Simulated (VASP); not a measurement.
Write the native input for VASP 6.6.1 that does the following.

| Property | Result |
| --- | --- |
| Task | single point |
| Functional | PBE |
| Potentials or basis | VASP PAW PBE potentials, release 64 (Li_sv, F) |
| Cutoff | 520 eV |
| k mesh | 10 × 10 × 10 |
| Occupations | fermi-dirac, width 0.02 eV |
| Spin | no spin polarisation |
| Dipole correction | no |
| Further INCAR settings | ALGO = Normal; EDIFF = 1e-07; NBANDS = 12 |

The structure of LiF lies in POSCAR:

```
LiF
1.0
    0.0000000000      1.9449999471      1.9449999471
    1.9449999471      0.0000000000      1.9449999471
    1.9449999471      1.9449999471      0.0000000000
Li F
1 1
Direct
    0.0000000000      0.0000000000      0.0000000000
    0.5000000000      0.5000000000      0.5000000000
```

This cell differs from its parent crystal: strain -2.5%.

These files were run (other wordings do the same):

INCAR

```
PREC = Accurate
ENCUT = 520
EDIFF = 1E-7
ISMEAR = -1
SIGMA = 0.02
LREAL = False
LASPH = True
NELM = 100
ALGO = Normal
ISIF = 2
LWAVE = False
LCHARG = False
GGA = PE
NBANDS = 12
```

KPOINTS

```
Automatic mesh
0
Gamma
  10 10 10
```

Potentials or basis: VASP PAW PBE potentials, release 64 (Li_sv, F).

The run is started by

```bash
$ cat potpaw_PBE.64/Li_sv/POTCAR potpaw_PBE.64/F/POTCAR > POTCAR
$ mpirun -np 1 vasp_std > vasp.out
```

Results of the run:

The band gap on the k mesh is 10.08 eV, direct.

Caveat: the cell differs from its parent crystal (strain -2.5%).

Wall time 4.1 s on 1 thread of Intel(R) Xeon(R) 6975P-C (Granite Rapids) (shared host), peak memory 0.12 GiB.
